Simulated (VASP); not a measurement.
Wanted: the native input for a VASP 6.6.1 run.

| Quantity | Value |
| --- | --- |
| Task | single point |
| Functional | PBEsol |
| Potentials or basis | VASP PAW PBE potentials, release 64 (Ir) |
| Cutoff | 520 eV |
| k mesh | 5 × 5 × 5 |
| Occupations | fermi-dirac, width 0.1 eV |
| Spin | no spin polarisation |
| Dipole correction | no |
| Further INCAR settings | ALGO = Normal; EDIFF = 1e-07; NBANDS = 46 |

The structure of Ir lies in POSCAR:

```
Ir
1.0
    4.8916215679      0.0000000000      0.0000000000
    0.0000000000      4.8916215679      0.0000000000
    0.0000000000      0.0000000000      4.8916215679
Ir
8
Direct
    0.0000000000      0.0000000000      1.0000000000
    0.5000000000      0.5000000000      0.5000000000
    0.2500000000      0.0000000000      0.5000000000
    0.7500000000      0.0000000000      0.5000000000
    0.5000000000      0.2500000000      1.0000000000
    0.5000000000      0.7500000000      1.0000000000
    1.0000000000      0.5000000000      0.2500000000
    1.0000000000      0.5000000000      0.7500000000
```

The input as run:

INCAR

```
PREC     = Accurate       # precision mode
ENCUT    = 520            # plane-wave cutoff, eV
EDIFF    = 1E-7           # SCF threshold, eV
ISMEAR   = -1             # smearing method
SIGMA    = 0.1            # smearing width, eV
LREAL    = F              # projectors in reciprocal space
LASPH    = T              # aspherical terms in the spheres
NELM     = 60             # most SCF steps
ALGO     = Normal         # electronic algorithm
ISIF     = 2              # what is computed and relaxed
LWAVE    = F              # write WAVECAR
LCHARG   = T              # write CHGCAR
GGA      = PS             # functional
LELF     = T              # ELF
LVHAR    = T            
NBANDS   = 46             # bands
```

KPOINTS

```
regular mesh
0
Gamma
  5 5 5
```

Potentials or basis: VASP PAW PBE potentials, release 64 (Ir).

Command:

```console
$ cat potpaw_PBE.64/Ir/POTCAR > POTCAR
$ mpirun -np 1 vasp_std > vasp.out
```

Results of the run:

```json
{
  "Pressure": "0.9 GPa",
  "Band gap on the k mesh": "zero (bands 36 and 37 overlap by 0.52 eV)"
}
```

Caveat: the PAW data sets were made with another functional, which shifts forces and pressure a little; spin-orbit coupling is left out, which moves the levels of the heavy elements.

It took 2.2 min on 1 thread of AMD EPYC 7R43 64-Core Processor (Zen 3), on a shared host, peak memory 0.18 GiB.
